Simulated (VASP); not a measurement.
Wanted: the native input for a VASP 6.6.1 run.

| Item | Value |
| --- | --- |
| Task | single point |
| Functional | PBE |
| Potentials or basis | VASP PAW PBE potentials, release 64 (Co, O) |
| Cutoff | 520 eV |
| k mesh | 18 × 18 × 18 |
| Occupations | gaussian, width 0.1 eV |
| Spin | collinear spin, ferromagnetic start |
| Starting moments | [3.62, 1.1] μB |
| Fixed moment | 5 μB |
| Dipole correction | no |
| Further INCAR settings | ALGO = Normal; EDIFF = 1e-06; NBANDS = 18 |

The structure of CoO lies in POSCAR:

```
CoO
1.0
    1.5054695445      0.8691832468      2.4399269062
   -1.5054695445      0.8691832468      2.4399269062
    0.0000000000     -1.7383664936      2.4399269062
Co O
1 1
Direct
    0.0000000000      0.0000000000      0.0000000000
    0.5000000000      0.5000000000      0.5000000000
```

These files were run (other wordings do the same):

INCAR

```
SYSTEM = CoO
PREC = Accurate ; ENCUT = 520
EDIFF = 1E-6 ; ISMEAR = 0
SIGMA = 0.1 ; LREAL = .FALSE.
LASPH = .TRUE. ; NELM = 150
ALGO = Normal ; ISIF = 2
LWAVE = .FALSE. ; LCHARG = .TRUE.
ISPIN = 2 ; MAGMOM = 3.62 1.1
LORBIT = 11 ; NUPDOWN = 5.0
LMAXMIX = 4 ; GGA = PE
LELF = .TRUE. ; LVHAR = .TRUE.
NBANDS = 18
```

KPOINTS

```
regular mesh
0
G
  18 18 18
  0 0 0
```

Potentials or basis: VASP PAW PBE potentials, release 64 (Co, O).

The run is started by

```bash
$ cat potpaw_PBE.64/Co/POTCAR potpaw_PBE.64/O/POTCAR > POTCAR
$ mpirun -np 1 vasp_std > vasp.out
```

Results of the run:

The pressure is 55.0 GPa and the net moment is 5.00 μB per cell. The site moments are Co +3.57; O +0.95 μB and the valence electrons inside the program's atomic spheres are Co 7.67; O 4.92.

Caveat: the cell stands under pressure; the total moment is fixed, so each spin has its own Fermi level; a cell with one magnetic atom can't hold antiferromagnetic order, which such compounds often take.

It took 12 min on 1 thread of Oxide Virtual Turin-like Processor, on a shared host, peak memory 0.36 GiB.
